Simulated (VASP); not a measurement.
# Hf in VASP: further runs

Hf is run at these levels: r2SCAN; tasks: single point.

All numbers are computed with VASP 6.6.1; they aren't measurements. Logs are shortened: lines on timing, memory, paths and dates and some standing lists are left out, and cuts for length are marked.

## (1) The cell of the first run

Symmetry: Fm-3m, No. 225, cubic system. The conventional cell has a = 4.618 Å, b = 4.618 Å, c = 4.618 Å, α = 90.00°, β = 90.00°, γ = 90.00°. Hf (site symmetry m-3m) has 12 Hf at 3.27 Å within 4.3 Å.

This isn't the form of Hf at room conditions, which is hcp.

## (2) Single point, r2SCAN (strain +0.040 along x and y, +0.040 along z)

POSCAR

```
Hf
1.0
    0.0000000000      2.3088000000      2.3088000000
    2.3088000000      0.0000000000      2.3088000000
    2.3088000000      2.3088000000      0.0000000000
Hf
1
Direct
    0.0000000000      0.0000000000      0.0000000000
```

INCAR.step1

```
SYSTEM = Hf
  PREC = Accurate
  ENCUT = 520
  ISMEAR = 0
  SIGMA = 0.15
  LREAL = .FALSE.
  LASPH = .TRUE.
  NELM = 60
  NBANDS = 11
  GGA = PE
  ALGO = Normal
  EDIFF = 1E-4
  LWAVE = .TRUE.
  LCHARG = .FALSE.
```

INCAR.step2

```
SYSTEM = Hf
  PREC = Accurate
  ENCUT = 520
  EDIFF = 1E-6
  ISMEAR = 0
  SIGMA = 0.15
  LREAL = .FALSE.
  LASPH = .TRUE.
  NELM = 60
  ALGO = Normal
  ISIF = 2
  LWAVE = .FALSE.
  LCHARG = .FALSE.
  METAGGA = R2SCAN
  LMIXTAU = .TRUE.
  NBANDS = 11
  ISTART = 1
```

KPOINTS

```
regular mesh
0
G
  18 18 18
  0 0 0
```

Potentials or basis: VASP PAW PBE potentials, release 64 (Hf_pv).

Launch:

```bash
> cat potpaw_PBE.64/Hf_pv/POTCAR > POTCAR
> cp INCAR.step1 INCAR
> mpirun -np 1 vasp_std > vasp.out
> cp INCAR.step2 INCAR
> mpirun -np 1 vasp_std > vasp.out
```

OUTCAR:

```text
SYSTEM = Hf
   PREC = Accurate
   ENCUT = 520
   EDIFF = 1E-6
   ISMEAR = 0
   LREAL = .FALSE.
   LASPH = .TRUE.
   NELM = 60
   ISIF = 2
   METAGGA = R2SCAN
   ISTART = 1

 ion  position               nearest neighbor table
   1  0.000  0.000  0.000-

  LATTYP: Found a face centered cubic cell.
 ALAT       =     4.6176000000

  Lattice vectors:

 A1 = (   0.0000000000,   2.3088000000,   2.3088000000)
 A2 = (   2.3088000000,   0.0000000000,   2.3088000000)
 A3 = (   2.3088000000,   2.3088000000,   0.0000000000)

Analysis of symmetry for initial positions (statically):
=====================================================================
 Subroutine PRICEL returns:
 Original cell was already a primitive cell.

 Routine SETGRP: Setting up the symmetry group for a
 face centered cubic supercell.

 Subroutine GETGRP returns: Found 48 space group operations
 (whereof 48 operations were pure point group operations)
 out of a pool of 48 trial point group operations.

The static configuration has the point symmetry O_h .

Analysis of symmetry for dynamics (positions and initial velocities):
=====================================================================
 Subroutine PRICEL returns:
 Original cell was already a primitive cell.

 Routine SETGRP: Setting up the symmetry group for a
 face centered cubic supercell.

 Subroutine GETGRP returns: Found 48 space group operations
 (whereof 48 operations were pure point group operations)
 out of a pool of 48 trial point group operations.

The dynamic configuration has the point symmetry O_h .

 Subroutine INISYM returns: Found 48 space group operations
 (whereof 48 operations are pure point group operations),
 and found     1 'primitive' translations

----------------------------------------------------------------------------------------

                                     Primitive cell

  volume of cell :      24.6144

  direct lattice vectors                    reciprocal lattice vectors
     0.000000000  2.308800000  2.308800000    -0.216562717  0.216562717  0.216562717
     2.308800000  0.000000000  2.308800000     0.216562717 -0.216562717  0.216562717
     2.308800000  2.308800000  0.000000000     0.216562717  0.216562717 -0.216562717

  length of vectors
     3.265136273  3.265136273  3.265136273     0.375097628  0.375097628  0.375097628

  position of ions in fractional coordinates (direct lattice)
     0.000000000  0.000000000  0.000000000

  ion indices of the primitive-cell ions
   primitive index   ion index
                 1           1

----------------------------------------------------------------------------------------

 KPOINTS: regular mesh

Automatic generation of k-mesh.
 Grid dimensions read from file:
 generate k-points for:   18   18   18

 Generating k-lattice:

  Cartesian coordinates                     Fractional coordinates (reciprocal lattice)
    -0.012031262  0.012031262  0.012031262     0.055555556  0.000000000  0.000000000
     0.012031262 -0.012031262  0.012031262     0.000000000  0.055555556  0.000000000
     0.012031262  0.012031262 -0.012031262     0.000000000  0.000000000  0.055555556

  Length of vectors
     0.020838757  0.020838757  0.020838757

  Shift w.r.t. Gamma in fractional coordinates (k-lattice)
     0.000000000  0.000000000  0.000000000

 Subroutine IBZKPT returns following result:
 ===========================================

 Found    195 irreducible k-points:

 Following reciprocal coordinates:
            Coordinates               Weight
  0.000000  0.000000  0.000000      1.000000
  0.055556  0.000000  0.000000      8.000000
  0.111111  0.000000  0.000000      8.000000
  0.166667  0.000000  0.000000      8.000000
  0.222222  0.000000  0.000000      8.000000
  0.277778  0.000000  0.000000      8.000000
[... 16 lines left out ...]
 -0.277778  0.055556  0.000000     24.000000
 -0.222222  0.055556  0.000000     24.000000
 [... further k-points ...]
   k-points           NKPTS =    195   k-points in BZ     NKDIM =    195   number of bands    NBANDS=     11
   number of dos      NEDOS =    301   number of ions     NIONS =      1
   total plane-waves  NPLWV =  13824
   dimension x,y,z NGX =    24 NGY =   24 NGZ =   24
   dimension x,y,z NGXF=    48 NGYF=   48 NGZF=   48
   ions per type =               1
   NGX,Y,Z   is equivalent  to a cutoff of  12.22, 12.22, 12.22 a.u.
   NGXF,Y,Z  is equivalent  to a cutoff of  24.44, 24.44, 24.44 a.u.
 SYSTEM =  Hf
   PREC   = accura    normal or accurate (medium, high low for compatibility)
   ISTART =      1    job   : 0-new  1-cont  2-samecut
   ICHARG =      0    charge: 1-file 2-atom 10-const
   ISPIN  =      1    spin polarized calculation?
   LNONCOLLINEAR =      F non collinear calculations
   LSORBIT =      F    spin-orbit coupling
   LASPH  =      T    aspherical Exc in radial PAW
   ENCUT  =  520.0 eV  38.22 Ry    6.18 a.u.   6.07  6.07  6.07*2*pi/ulx,y,z
   NELM   =     60;   NELMIN=  2; NELMDL=  0     # of ELM steps
   EDIFF  = 0.1E-05   stopping-criterion for ELM
   LREAL  =      F    real-space projection
   EDIFFG = 0.1E-04   stopping-criterion for IOM
   NSW    =      0    number of steps for IOM
   IBRION =     -1    ionic relax: 0-MD 1-quasi-New 2-CG
   NFREE  =      0    steps in history (QN), initial steepest desc. (CG)
   ISIF   =      2    stress and relaxation
   ISYM   =      2    0-nonsym 1-usesym 2-fastsym
   POTIM  = 0.5000    time-step for ionic-motion
   TEBEG  =    0.0;   TEEND  =   0.0 temperature during run
   PSTRESS=    0.0 pullay stress
   NELECT =      10.0000    total number of electrons
   NUPDOWN=      -1.0000    fix difference up-down
   EMIN   =  10.00;   EMAX   =-10.00  energy-range for DOS
   EFERMI =   0.00;   METHOD = LEGACY
   ISMEAR =     0;   SIGMA  =   0.15  broadening in eV -4-tet -1-fermi 0-gaus
   EFERMI_NEDOS =   21; number of points for ismear=-14 and -15
   IALGO  =     38    algorithm
   IMIX   =      4    mixing-type and parameters
     AMIX     =   0.40;   BMIX     =  1.00
     AMIX_MAG =   1.60;   BMIX_MAG =  1.00
  volume/ion in A,a.u.               =      24.61       166.11
  Fermi-wavevector in a.u.,A,eV,Ry     =   1.212491  2.291276 20.002393  1.470134
  Thomas-Fermi vector in A             =   2.347973
   LORBIT       =      0    0 simple, 1 ext, 2 COOP (PROOUT), +10 PAW based schemes
   METAGGA = R2SCAN    functional components
   LHFCALC =     F    Hartree Fock is set to
   AEXX    =    0.0000 exact exchange contribution
   IVDW    =     0    specifies the selected vdW correction
   LEPSILON=     F    determine dielectric tensor
   LRPA    =     F    only Hartree local field effects (RPA)
 non-spin polarized calculation
 Gauss-broadening in eV      SIGMA  =   0.15
  energy-cutoff  :      520.00
  volume of cell :       24.61
 maximum number of plane-waves:       680
   NGX = 13   NGY = 13   NGZ = 13

 number of electron      10.0000002 magnetization

 Free energy of the ion-electron system (eV)
  ---------------------------------------------------
  ext. energy  EPLUGINS =         0.00000000
  ---------------------------------------------------
  free energy    TOTEN  =       -45.00684198 eV

  energy without entropy =      -44.99183263  energy(sigma->0) =      -44.99933731

 E-fermi :   3.9736     XC(G=0): -11.7037

 val. band max:        3.9656673891   @ k =   0.5000   0.0556   0.0000
 cond. band min:       3.9781637024   @ k =   0.2778   0.1111   0.0000
 fundamental gap:      0.0124963133
 Fermi energy:         3.9736436997

 k-point     1 :       0.0000    0.0000    0.0000
  band No.  band energies     occupation
      1     -27.5241      2.00000
      2     -27.5241      2.00000
      3     -27.5241      2.00000
      4      -3.2528      2.00000
      5       5.5090      0.00000
      6       5.5090      0.00000
      7       5.5090      0.00000
      8       8.1750      0.00000
      9       8.1750      0.00000
     10      15.5041      0.00000
     11      15.5897      0.00000

 k-point     2 :       0.0556    0.0000    0.0000
  band No.  band energies     occupation
      1     -27.5432      2.00000
      2     -27.5266      2.00000
      3     -27.5265      2.00000
      4      -3.1521      2.00000
      5       5.3996      0.00000
      6       5.5575      0.00000
      7       5.5575      0.00000
      8       8.1228      0.00000
      9       8.1228      0.00000
     10      15.5897      0.00000
     11      15.7332      0.00000

 k-point     3 :       0.1111    0.0000    0.0000
  band No.  band energies     occupation
      1     -27.5980      2.00000
      2     -27.5337      2.00000
      3     -27.5337      2.00000
      4      -2.8568      2.00000
      5       5.1099      0.00000
      6       5.6848      0.00000
      7       5.6848      0.00000
      8       8.0021      0.00000
      9       8.0021      0.00000
     10      15.5895      0.00000
     11      16.3422      0.00000

 k-point     4 :       0.1667    0.0000    0.0000
  band No.  band energies     occupation
      1     -27.6810      2.00000
      2     -27.5446      2.00000
      3     -27.5446      2.00000
      4      -2.3883      2.00000
      5       4.7273      0.00000
      6       5.8288      0.00000
      7       5.8288      0.00000
      8       7.9160      0.00000
      9       7.9160      0.00000
     10      15.5893      0.00000
     11      16.6601      0.00000

 k-point     5 :       0.2222    0.0000    0.0000
  band No.  band energies     occupation
      1     -27.7811      2.00000
      2     -27.5579      2.00000
      3     -27.5579      2.00000
      4      -1.7851      2.00000
      5       4.3435      0.00049
      6       5.8875      0.00000
      7       5.8875      0.00000
      8       8.0053      0.00000
      9       8.0053      0.00000
     10      15.5870      0.00000
     11      15.8319      0.00000
[... 211 lines left out ...]
 k-point    21 :      -0.3889    0.0556    0.0000
  band No.  band energies     occupation
      1     -28.0756      2.00000
      2     -27.6166      2.00000
      3     -27.5968      2.00000
      4       0.3028      2.00000
      5       3.8502      1.75559
      6       5.3518      0.00000
      7       5.5273      0.00000
      8       9.2868      0.00000
      9       9.9047      0.00000
     10      13.3438      0.00000
     11      15.5898      0.00000

 k-point    22 :      -0.3333    0.0556    0.0000
  band No.  band energies     occupation
      1     -28.0079      2.00000
      2     -27.6089      2.00000
      3     -27.5848      2.00000
      4      -0.1678      2.00000
      5       3.8103      1.87644
      6       5.4862      0.00000
      7       5.6710      0.00000
      8       8.6812      0.00000
      9       9.4530      0.00000
     10      14.0807      0.00000
     11      15.5904      0.00000

 k-point    23 :      -0.2778    0.0556    0.0000
  band No.  band energies     occupation
      1     -27.9187      2.00000
      2     -27.5971      2.00000
      3     -27.5707      2.00000
      4      -0.7997      2.00000
      5       3.9240      1.36052
      6       5.6550      0.00000
      7       5.8457      0.00000
      8       8.1017      0.00000
      9       8.9351      0.00000
     10      14.8685      0.00000
     11      15.5911      0.00000

 k-point    24 :      -0.2222    0.0556    0.0000
  band No.  band energies     occupation
      1     -27.8181      2.00000
      2     -27.5825      2.00000
      3     -27.5563      2.00000
      4      -1.4824      2.00000
      5       4.1832      0.04814
      6       5.7952      0.00000
      7       5.9743      0.00000
      8       7.6856      0.00000
      9       8.4962      0.00000
     10      15.5832      0.00000
     11      15.7120      0.00000

 [... further k-points ...]

------------------------ aborting loop because EDIFF is reached ----------------------------------------

  FORCE on cell =-STRESS in cart. coord.  units (eV):
  Direction    XX          YY          ZZ          XY          YZ          ZX
  --------------------------------------------------------------------------------------
  -------------------------------------------------------------------------------------
  Total       -1.3519535     -1.3519535     -1.3519535      0.0000000      0.0000000     -0.0000000
  in kB      -88.0001483    -88.0001483    -88.0001483      0.0000000      0.0000000     -0.0000000
  external PRESSURE =     -88.0001483 kB  Pullay stress =       0.0000000 kB

 VOLUME and BASIS-vectors are now :
 -----------------------------------------------------------------------------
  energy-cutoff  :      520.00
  volume of cell :       24.61
      direct lattice vectors                 reciprocal lattice vectors
     0.000000000  2.308800000  2.308800000    -0.216562717  0.216562717  0.216562717
     2.308800000  0.000000000  2.308800000     0.216562717 -0.216562717  0.216562717
     2.308800000  2.308800000  0.000000000     0.216562717  0.216562717 -0.216562717

 POSITION                                       TOTAL-FORCE (eV/Angst)
 -----------------------------------------------------------------------------------
      0.00000      0.00000      0.00000         0.000000      0.000000      0.000000
 -----------------------------------------------------------------------------------
    total drift:                                0.000000     -0.000000     -0.000000

  FREE ENERGIE OF THE ION-ELECTRON SYSTEM (eV)
  ---------------------------------------------------
  free  energy   TOTEN  =       -45.0068419789 eV

  energy  without entropy=      -44.9918326321  energy(sigma->0) =      -44.99933731
```

Wall time 99 s (1 thread of AMD EPYC 9R45 (Zen 5), shared host); peak memory 0.15 GiB.

What came out:

- Free energy: -45.0068 eV
- Pressure: -8.8 GPa
- Band gap on the k mesh: zero (bands 5 and 6 overlap by 2.13 eV)

Caveat: the cell differs from its parent crystal (strain +0.040 along x and y, +0.040 along z); the cell stands under tension; the PAW data sets were made with another functional, which shifts forces and pressure a little; spin-orbit coupling is left out, which moves the levels of the heavy elements.

## (3) Single point, r2SCAN (strain +0.080 along x and y, +0.080 along z)

POSCAR

```
Hf
1.0
    0.0000000000      2.3976000000      2.3976000000
    2.3976000000      0.0000000000      2.3976000000
    2.3976000000      2.3976000000      0.0000000000
Hf
1
Direct
    0.0000000000      0.0000000000      0.0000000000
```

INCAR.step1

```
  PREC = Accurate
  ENCUT = 520
  ISMEAR = 0
  SIGMA = 0.15
  LREAL = False
  LASPH = True
  NELM = 80
  NBANDS = 11
  GGA = PE
  ALGO = Normal
  EDIFF = 1E-4
  LWAVE = True
  LCHARG = False
```

INCAR.step2

```
  PREC = Accurate
  ENCUT = 520
  EDIFF = 1E-6
  ISMEAR = 0
  SIGMA = 0.15
  LREAL = False
  LASPH = True
  NELM = 80
  ALGO = Normal
  ISIF = 2
  LWAVE = False
  LCHARG = False
  METAGGA = R2SCAN
  LMIXTAU = True
  NBANDS = 11
  ISTART = 1
```

KPOINTS

```
regular mesh
0
Gamma
  18 18 18
```

Potentials or basis: VASP PAW PBE potentials, release 64 (Hf_pv).

Launch:

```bash
> cat potpaw_PBE.64/Hf_pv/POTCAR > POTCAR
> cp INCAR.step1 INCAR
> mpirun -np 1 vasp_std > vasp.out
> cp INCAR.step2 INCAR
> mpirun -np 1 vasp_std > vasp.out
```

It took 2.9 min on 1 thread of AMD EPYC 9R45 (Zen 5), shared host; peak memory 0.17 GiB.

Results (log left out):

| Item | Value |
| --- | --- |
| Free energy | -44.7716 eV |
| Pressure | -16.1 GPa |
| Band gap on the k mesh | zero (bands 5 and 6 overlap by 1.92 eV) |

Levels at points of the mesh, in eV from the Fermi level:
| k point | band 3 | band 4 | band 5 | band 6 | band 7 | band 8 |
| --- | --- | --- | --- | --- | --- | --- |
| (0.00, 0.00, 0.00) | -31.96 | -6.85 | 1.41 | 1.41 | 1.41 | 3.73 |
| (0.50, 0.00, 0.00) | -32.01 | -3.21 | -0.15 | 1.31 | 1.31 | 5.27 |
| (0.50, 0.50, 0.00) | -32.10 | -2.56 | -1.54 | 1.52 | 5.34 | 5.68 |

Caveat: the cell differs from its parent crystal (strain +0.080 along x and y, +0.080 along z); the cell stands under tension; the PAW data sets were made with another functional, which shifts forces and pressure a little; spin-orbit coupling is left out, which moves the levels of the heavy elements.

## (4) Single point, r2SCAN (strain -0.080 along x and y, -0.040 along z)

POSCAR

```
Hf
1.0
    0.0000000000      2.0424000000      2.1312000000
    2.0424000000      0.0000000000      2.1312000000
    2.0424000000      2.0424000000      0.0000000000
Hf
1
Direct
    0.0000000000      0.0000000000      0.0000000000
```

INCAR.step1

```
ALGO     = Normal         # electronic algorithm
EDIFF    = 1E-4           # SCF threshold, eV
ENCUT    = 520            # plane-wave cutoff, eV
GGA      = PE             # functional
ISMEAR   = 0              # smearing method
LASPH    = T              # aspherical terms in the spheres
LCHARG   = F              # write CHGCAR
LREAL    = F              # projectors in reciprocal space
LWAVE    = T              # write WAVECAR
NBANDS   = 11             # bands
NELM     = 100            # most SCF steps
PREC     = Accurate       # precision mode
SIGMA    = 0.15           # smearing width, eV
```

INCAR.step2

```
ALGO     = Normal         # electronic algorithm
EDIFF    = 1E-6           # SCF threshold, eV
ENCUT    = 520            # plane-wave cutoff, eV
ISIF     = 2              # what is computed and relaxed
ISMEAR   = 0              # smearing method
ISTART   = 1            
LASPH    = T              # aspherical terms in the spheres
LCHARG   = F              # write CHGCAR
LMIXTAU  = T            
LREAL    = F              # projectors in reciprocal space
LWAVE    = F              # write WAVECAR
METAGGA  = R2SCAN         # meta-GGA
NBANDS   = 11             # bands
NELM     = 100            # most SCF steps
PREC     = Accurate       # precision mode
SIGMA    = 0.15           # smearing width, eV
```

KPOINTS

```
k-points
0
Gamma
  18 18 18
```

Launch:

```bash
> cat potpaw_PBE.64/Hf_pv/POTCAR > POTCAR
> cp INCAR.step1 INCAR
> mpirun -np 1 vasp_std > vasp.out
> cp INCAR.step2 INCAR
> mpirun -np 1 vasp_std > vasp.out
```

Wall time 3.4 min (1 thread of AMD EPYC 9R45 (Zen 5), shared host); peak memory 0.19 GiB.

The run converged. Its results:

- Free energy: -44.6549 eV
- Pressure: 34.1 GPa
- Band gap on the k mesh: zero (bands 5 and 6 overlap by 2.36 eV)

Stress tensor (GPa, compression positive):
```
35.00  0.00  0.00
 0.00 35.00  0.00
 0.00  0.00 32.38
```

Levels at points of the mesh, in eV from the Fermi level:
| k point | band 3 | band 4 | band 5 | band 6 | band 7 | band 8 |
| --- | --- | --- | --- | --- | --- | --- |
| (0.00, 0.00, 0.00) | -30.27 | -8.27 | 1.24 | 1.84 | 1.84 | 5.01 |
| (0.50, 0.00, 0.00) | -30.44 | -4.50 | 0.96 | 1.44 | 1.66 | 8.18 |
| (0.50, 0.50, 0.00) | -30.80 | -4.52 | -3.09 | 3.50 | 8.54 | 9.22 |
| (0.50, 0.00, 0.50) | -30.85 | -4.52 | -3.26 | 4.38 | 8.38 | 8.81 |

Caveat: the cell differs from its parent crystal (strain -0.080 along x and y, -0.040 along z); the cell stands under pressure; the PAW data sets were made with another functional, which shifts forces and pressure a little; spin-orbit coupling is left out, which moves the levels of the heavy elements.

(Part 1 of 2 ends here.)

The gap in the log of VASP goes by the Fermi energy; the results here count the filled bands.